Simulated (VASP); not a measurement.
# AlN (I-4m2) in VASP: further runs

AlN is run at these levels: HSE06; tasks: single point.

All numbers are computed with VASP 6.6.1; they aren't measurements. Logs are shortened: lines on timing, memory, paths and dates and some standing lists are left out, and cuts for length are marked.

## 1. The cell of the first run

The structure is tetragonal, space group I-4m2 (No. 119). Conventional cell: a = 3.090 Å, b = 3.090 Å, c = 4.299 Å, α = 90.00°, β = 90.00°, γ = 90.00°. Al (site symmetry -4m2) has 4 N at 1.88 Å within 2.5 Å. Within 2.5 Å of N (site symmetry -4m2) lie 4 Al at 1.88 Å.

## 2. Single point, HSE06 (uniaxial x strain -1.6%)

The input, POSCAR:

```
AlN
1.0
    0.0000000000      2.1848764208      2.1848764208
    2.1496999104      0.0000000000      2.1848764208
    2.1496999104      2.1848764208      0.0000000000
Al N
1 1
Direct
    0.0000000000      0.0000000000      0.0000000000
    0.2500000000      0.2500000000      0.2500000000
```

The input, INCAR.step1:

```
SYSTEM = AlN
PREC = Accurate
ENCUT = 520
EDIFF = 1E-5
ISMEAR = 0
SIGMA = 0.01
LREAL = .False.
LASPH = .True.
NELM = 80
ALGO = Normal
ISIF = 2
LWAVE = .True.
LCHARG = .False.
NBANDS = 11
GGA = PE
```

The input, INCAR.step2:

```
SYSTEM = AlN
PREC = Accurate
ENCUT = 520
EDIFF = 1E-6
ISMEAR = 0
SIGMA = 0.01
LREAL = .False.
LASPH = .True.
NELM = 80
ALGO = Normal
ISIF = 2
LWAVE = .False.
LCHARG = .False.
GGA = PE
LHFCALC = .True.
HFSCREEN = 0.2079
PRECFOCK = Normal
NBANDS = 11
ISTART = 1
```

The input, KPOINTS:

```
regular mesh
0
Gamma
  8 8 8
  0 0 0
```

Potentials or basis: VASP PAW PBE potentials, release 64 (Al, N).

On the command line:

```
$ cat potpaw_PBE.64/Al/POTCAR potpaw_PBE.64/N/POTCAR > POTCAR
$ cp INCAR.step1 INCAR
$ mpirun -np 1 vasp_std > vasp.out
$ cp INCAR.step2 INCAR
$ mpirun -np 1 vasp_std > vasp.out
```

OUTCAR:

```text
SYSTEM = AlN
   PREC = Accurate
   ENCUT = 520
   EDIFF = 1E-6
   ISMEAR = 0
   LREAL = .False.
   LASPH = .True.
   NELM = 80
   ISIF = 2
   GGA = PE
   LHFCALC = .True.
   HFSCREEN = 0.2079
   PRECFOCK = Normal
   ISTART = 1

 ion  position               nearest neighbor table
   1  0.000  0.000  0.000-   2 1.88   2 1.88   2 1.88   2 1.88
   2  0.250  0.250  0.250-   1 1.88   1 1.88   1 1.88   1 1.88

  LATTYP: Found a body centered tetragonal cell.
 ALAT       =     3.0898818664
 C/A-ratio  =     1.3914447240

  Lattice vectors:

 A1 = (  -2.1496999104,   0.0000000000,  -2.1848764208)
 A2 = (  -2.1496999104,   0.0000000000,   2.1848764208)
 A3 = (   2.1496999104,   2.1848764208,   0.0000000000)

Analysis of symmetry for initial positions (statically):
=====================================================================
 Subroutine PRICEL returns:
 Original cell was already a primitive cell.

 Routine SETGRP: Setting up the symmetry group for a
 body centered tetragonal supercell.

 Subroutine GETGRP returns: Found  8 space group operations
 (whereof  8 operations were pure point group operations)
 out of a pool of 16 trial point group operations.

The static configuration has the point symmetry D_2d.

Analysis of symmetry for dynamics (positions and initial velocities):
=====================================================================
 Subroutine PRICEL returns:
 Original cell was already a primitive cell.

 Routine SETGRP: Setting up the symmetry group for a
 body centered tetragonal supercell.

 Subroutine GETGRP returns: Found  8 space group operations
 (whereof  8 operations were pure point group operations)
 out of a pool of 16 trial point group operations.

The dynamic configuration has the point symmetry D_2d.

 Subroutine INISYM returns: Found  8 space group operations
 (whereof  8 operations are pure point group operations),
 and found     1 'primitive' translations

----------------------------------------------------------------------------------------

                                     Primitive cell

  volume of cell :      20.5240

  direct lattice vectors                    reciprocal lattice vectors
     0.000000000  2.184876421  2.184876421    -0.232590604  0.228845895  0.228845895
     2.149699910  0.000000000  2.184876421     0.232590604 -0.228845895  0.228845895
     2.149699910  2.184876421  0.000000000     0.232590604  0.228845895 -0.228845895

  length of vectors
     3.089881866  3.065109244  3.065109244     0.398546454  0.398546454  0.398546454

  position of ions in fractional coordinates (direct lattice)
     0.000000000  0.000000000  0.000000000
     0.250000000  0.250000000  0.250000000

  ion indices of the primitive-cell ions
   primitive index   ion index
                 1           1
                 2           2

----------------------------------------------------------------------------------------

 KPOINTS: regular mesh

Automatic generation of k-mesh.
 Grid dimensions read from file:
 generate k-points for:    8    8    8

 Generating k-lattice:

  Cartesian coordinates                     Fractional coordinates (reciprocal lattice)
    -0.029073825  0.028605737  0.028605737     0.125000000  0.000000000  0.000000000
     0.029073825 -0.028605737  0.028605737     0.000000000  0.125000000  0.000000000
     0.029073825  0.028605737 -0.028605737     0.000000000  0.000000000  0.125000000

  Length of vectors
     0.049818307  0.049818307  0.049818307

  Shift w.r.t. Gamma in fractional coordinates (k-lattice)
     0.000000000  0.000000000  0.000000000

 Subroutine IBZKPT returns following result:
 ===========================================

 Found     59 irreducible k-points:

 Following reciprocal coordinates:
            Coordinates               Weight
  0.000000  0.000000  0.000000      1.000000
  0.125000  0.000000  0.000000      8.000000
  0.250000  0.000000  0.000000      8.000000
  0.375000  0.000000  0.000000      8.000000
  0.500000  0.000000  0.000000      4.000000
  0.125000  0.125000  0.000000      4.000000
[... 16 lines left out ...]
  0.250000  0.125000  0.125000      4.000000
  0.375000  0.125000  0.125000      8.000000
 [... further k-points ...]
   k-points           NKPTS =     59   k-points in BZ     NKDIM =    512   number of bands    NBANDS=     11
   number of dos      NEDOS =    301   number of ions     NIONS =      2
   total plane-waves  NPLWV =  13824
   dimension x,y,z NGX =    24 NGY =   24 NGZ =   24
   dimension x,y,z NGXF=    48 NGYF=   48 NGZF=   48
   ions per type =               1   1
   NGX,Y,Z   is equivalent  to a cutoff of  12.91, 13.02, 13.02 a.u.
   NGXF,Y,Z  is equivalent  to a cutoff of  25.83, 26.03, 26.03 a.u.
 SYSTEM =  AlN
   PREC   = accura    normal or accurate (medium, high low for compatibility)
   ISTART =      1    job   : 0-new  1-cont  2-samecut
   ICHARG =      0    charge: 1-file 2-atom 10-const
   ISPIN  =      1    spin polarized calculation?
   LNONCOLLINEAR =      F non collinear calculations
   LSORBIT =      F    spin-orbit coupling
   LASPH  =      T    aspherical Exc in radial PAW
   ENCUT  =  520.0 eV  38.22 Ry    6.18 a.u.   5.75  5.70  5.70*2*pi/ulx,y,z
   NELM   =     80;   NELMIN=  2; NELMDL=  0     # of ELM steps
   EDIFF  = 0.1E-05   stopping-criterion for ELM
   LREAL  =      F    real-space projection
   EDIFFG = 0.1E-04   stopping-criterion for IOM
   NSW    =      0    number of steps for IOM
   IBRION =     -1    ionic relax: 0-MD 1-quasi-New 2-CG
   NFREE  =      0    steps in history (QN), initial steepest desc. (CG)
   ISIF   =      2    stress and relaxation
   ISYM   =      3    0-nonsym 1-usesym 2-fastsym
   POTIM  = 0.5000    time-step for ionic-motion
   TEBEG  =    0.0;   TEEND  =   0.0 temperature during run
   PSTRESS=    0.0 pullay stress
   NELECT =       8.0000    total number of electrons
   NUPDOWN=      -1.0000    fix difference up-down
   EMIN   =  10.00;   EMAX   =-10.00  energy-range for DOS
   EFERMI =   0.00;   METHOD = LEGACY
   ISMEAR =     0;   SIGMA  =   0.01  broadening in eV -4-tet -1-fermi 0-gaus
   EFERMI_NEDOS =   21; number of points for ismear=-14 and -15
   IALGO  =     38    algorithm
   IMIX   =      1    mixing-type and parameters
     AMIX     =   0.40;   BMIX     =  1.00
     AMIX_MAG =   1.60;   BMIX_MAG =  1.00
  volume/ion in A,a.u.               =      10.26        69.25
  Fermi-wavevector in a.u.,A,eV,Ry     =   1.195871  2.259868 19.457790  1.430107
  Thomas-Fermi vector in A             =   2.331825
   LORBIT       =      0    0 simple, 1 ext, 2 COOP (PROOUT), +10 PAW based schemes
   GGA     = PE    functional components
   LHFCALC =     T    Hartree Fock is set to
   PRECFOCK=normal    Normal, Fast or Accurate (Low or Medium for compatibility)
   ENCUT4O =  -1.0   cutoff for four orbital integrals eV
   NKREDX  =     1    reduce k-point grid by
   NKREDY  =     1    reduce k-point grid by
   NKREDZ  =     1    reduce k-point grid by
   AEXX    =    0.2500 exact exchange contribution
   HFSCREEN=    0.2079 screening length (either q_TF or 0.3 A-1)
   HFSCREENC=   0.2079 screening length for correlation (either q_TF or 0.3 A-1)
   ENCUTFOCK=  -1.0 apply spherical cutoff to Coloumb kernel
   IVDW    =     0    specifies the selected vdW correction
   LEPSILON=     F    determine dielectric tensor
   LRPA    =     F    only Hartree local field effects (RPA)
 non-spin polarized calculation
 Gauss-broadening in eV      SIGMA  =   0.01
  energy-cutoff  :      520.00
  volume of cell :       20.52
 maximum number of plane-waves:       562
  NGX = 18; NGY = 18; NGZ = 18

 number of electron       7.9999999 magnetization

 Free energy of the ion-electron system (eV)
  ---------------------------------------------------
  ext. energy  EPLUGINS =         0.00000000
  ---------------------------------------------------
  free energy    TOTEN  =       -17.39244189 eV

  energy without entropy =      -17.39244189  energy(sigma->0) =      -17.39244189

 E-fermi :   5.2949     XC(G=0):  -9.0652

 val. band max:        5.2279802289   @ k =   0.0000   0.0000   0.0000
 cond. band min:       9.7007189860   @ k =   0.0000   0.5000   0.5000
 fundamental gap:      4.4727387571
 Fermi energy:         5.2949086142

 k-point     1 :       0.0000    0.0000    0.0000
  band No.  band energies     occupation
      1     -11.3857      2.00000
      2       5.1603      2.00000
      3       5.1603      2.00000
      4       5.2280      2.00000
      5      10.8789      0.00000
      6      19.5709      0.00000
      7      19.5890      0.00000
      8      19.5890      0.00000
      9      24.6349      0.00000
     10      25.1645      0.00000
     11      26.1235      0.00000

 k-point     2 :       0.1250    0.0000    0.0000
  band No.  band energies     occupation
      1     -11.1379      2.00000
      2       3.9393      2.00000
      3       5.0646      2.00000
      4       5.1262      2.00000
      5      11.8507      0.00000
      6      19.0029      0.00000
      7      19.7552      0.00000
      8      19.8063      0.00000
      9      23.0733      0.00000
     10      23.4084      0.00000
     11      25.2130      0.00000

 k-point     3 :       0.2500    0.0000    0.0000
  band No.  band energies     occupation
      1     -10.4579      2.00000
      2       1.6475      2.00000
      3       4.8487      2.00000
      4       4.9463      2.00000
      5      13.2628      0.00000
      6      17.9939      0.00000
      7      19.1922      0.00000
      8      19.4741      0.00000
      9      23.4167      0.00000
     10      23.4239      0.00000
     11      24.4049      0.00000
[... 267 lines left out ...]
 k-point    23 :       0.2500    0.1250    0.1250
  band No.  band energies     occupation
      1     -10.7513      2.00000
      2       2.8131      2.00000
      3       4.4713      2.00000
      4       5.0915      2.00000
      5      12.9121      0.00000
      6      18.5763      0.00000
      7      19.0337      0.00000
      8      19.9276      0.00000
      9      21.3304      0.00000
     10      23.7400      0.00000
     11      27.7648      0.00000

 k-point    24 :       0.3750    0.1250    0.1250
  band No.  band energies     occupation
      1     -10.0015      2.00000
      2       0.9820      2.00000
      3       3.9401      2.00000
      4       4.8676      2.00000
      5      14.1492      0.00000
      6      16.9610      0.00000
      7      18.8685      0.00000
      8      19.0699      0.00000
      9      22.5166      0.00000
     10      25.2409      0.00000
     11      27.1675      0.00000

 [... further k-points ...]

------------------------ aborting loop because EDIFF is reached ----------------------------------------

  FORCE on cell =-STRESS in cart. coord.  units (eV):
  Direction    XX          YY          ZZ          XY          YZ          ZX
  --------------------------------------------------------------------------------------
  -------------------------------------------------------------------------------------
  Total        0.5320993      0.2520869      0.2520869      0.0000000      0.0000000      0.0000000
  in kB       41.5376261     19.6788285     19.6788285      0.0000000      0.0000000      0.0000000
  external PRESSURE =      26.9650944 kB  Pullay stress =       0.0000000 kB

 VOLUME and BASIS-vectors are now :
 -----------------------------------------------------------------------------
  energy-cutoff  :      520.00
  volume of cell :       20.52
      direct lattice vectors                 reciprocal lattice vectors
     0.000000000  2.184876421  2.184876421    -0.232590604  0.228845895  0.228845895
     2.149699910  0.000000000  2.184876421     0.232590604 -0.228845895  0.228845895
     2.149699910  2.184876421  0.000000000     0.232590604  0.228845895 -0.228845895

 POSITION                                       TOTAL-FORCE (eV/Angst)
 -----------------------------------------------------------------------------------
      0.00000      0.00000      0.00000        -0.000000      0.000000      0.000000
      1.07485      1.09244      1.09244         0.000000     -0.000000     -0.000000
 -----------------------------------------------------------------------------------
    total drift:                               -0.000000      0.000000      0.000000

  FREE ENERGIE OF THE ION-ELECTRON SYSTEM (eV)
  ---------------------------------------------------
  free  energy   TOTEN  =       -17.3924418883 eV

  energy  without entropy=      -17.3924418883  energy(sigma->0) =      -17.39244189
```

It took 80 min on 1 thread of Intel Xeon Platinum 8259CL at 2.50GHz (Skylake/Cascade Lake), shared host; peak memory 0.26 GiB.

Results:

| Item | Value |
| --- | --- |
| Free energy | -17.3924 eV |
| Pressure | 2.7 GPa |
| Band gap on the k mesh | 4.47 eV (least direct gap 5.65 eV) |

Stress tensor (GPa, compression positive):
```
4.15 0.00 0.00
0.00 1.97 0.00
0.00 0.00 1.97
```

Caveat: the cell differs from its parent crystal (uniaxial x strain -1.6%); the structure was generated, so it needn't be the stable form of AlN; the PAW data sets were made with another functional, which shifts forces and pressure a little. A k mesh can miss the band edges.

## 3. Single point, HSE06 (biaxial xy strain -2.2%)

The input, POSCAR:

```
AlN
1.0
    0.0000000000      2.1363721643      2.1848764208
    2.1363721643      0.0000000000      2.1848764208
    2.1363721643      2.1363721643      0.0000000000
Al N
1 1
Direct
    0.0000000000      0.0000000000      0.0000000000
    0.2500000000      0.2500000000      0.2500000000
```

The input, INCAR.step1:

```
SYSTEM = AlN
PREC     = Accurate       ! precision mode
ENCUT    = 520            ! plane-wave cutoff, eV
EDIFF    = 1E-5           ! SCF threshold, eV
ISMEAR   = 0              ! smearing method
SIGMA    = 0.01           ! smearing width, eV
LREAL    = .FALSE.        ! projectors in reciprocal space
LASPH    = .TRUE.         ! aspherical terms in the spheres
NELM     = 100            ! most SCF steps
ALGO     = Normal         ! electronic algorithm
ISIF     = 2              ! what is computed and relaxed
LWAVE    = .TRUE.         ! write WAVECAR
LCHARG   = .FALSE.        ! write CHGCAR
GGA      = PE             ! functional
NBANDS   = 11             ! bands
```

The input, INCAR.step2:

```
SYSTEM = AlN
PREC     = Accurate       ! precision mode
ENCUT    = 520            ! plane-wave cutoff, eV
EDIFF    = 1E-6           ! SCF threshold, eV
ISMEAR   = 0              ! smearing method
SIGMA    = 0.01           ! smearing width, eV
LREAL    = .FALSE.        ! projectors in reciprocal space
LASPH    = .TRUE.         ! aspherical terms in the spheres
NELM     = 100            ! most SCF steps
ALGO     = Normal         ! electronic algorithm
ISIF     = 2              ! what is computed and relaxed
LWAVE    = .FALSE.        ! write WAVECAR
LCHARG   = .FALSE.        ! write CHGCAR
GGA      = PE             ! functional
LHFCALC  = .TRUE.         ! exact exchange
HFSCREEN = 0.2079         ! screening, 1/A
PRECFOCK = Normal       
ISTART   = 1            
NBANDS   = 11             ! bands
```

The input, KPOINTS:

```
regular mesh
0
G
  8 8 8
  0 0 0
```

Potentials or basis: VASP PAW PBE potentials, release 64 (Al, N).

On the command line:

```
$ cat potpaw_PBE.64/Al/POTCAR potpaw_PBE.64/N/POTCAR > POTCAR
$ cp INCAR.step1 INCAR
$ mpirun -np 1 vasp_std > vasp.out
$ cp INCAR.step2 INCAR
$ mpirun -np 1 vasp_std > vasp.out
```

Run time: 53 min. Hardware: 1 thread of Oxide Virtual Turin-like, shared host; peak memory 0.23 GiB.

It converged, with:

```yaml
Free_energy: -17.3687 eV
Pressure: 9.5 GPa
Band_gap_on_the_k_mesh: 4.53 eV (least direct gap 5.95 eV)
```

Stress tensor (GPa, compression positive):
```
10.57  0.00  0.00
 0.00 10.57  0.00
 0.00  0.00  7.22
```

Levels at points of the mesh, in eV from the valence-band top:
| k point | band 1 | band 2 | band 3 | band 4 | band 5 | band 6 | band 7 | band 8 | band 9 |
| --- | --- | --- | --- | --- | --- | --- | --- | --- | --- |
| (0.00, 0.00, 0.00) | -16.78 | -0.10 | 0.00 | 0.00 | 5.95 | 14.67 | 14.67 | 14.69 | 19.52 |
| (0.50, 0.00, 0.00) | -14.45 | -6.58 | -0.68 | -0.47 | 9.25 | 11.94 | 12.83 | 13.25 | 20.50 |
| (0.50, 0.50, 0.00) | -13.81 | -5.67 | -1.90 | -1.90 | 4.64 | 10.57 | 16.43 | 18.51 | 18.51 |
| (0.50, 0.00, 0.50) | -13.69 | -5.44 | -2.10 | -2.10 | 4.53 | 10.22 | 16.86 | 17.94 | 18.68 |

Caveat: the cell differs from its parent crystal (biaxial xy strain -2.2%); the cell stands under pressure; the structure was generated, so it needn't be the stable form of AlN; the PAW data sets were made with another functional, which shifts forces and pressure a little.
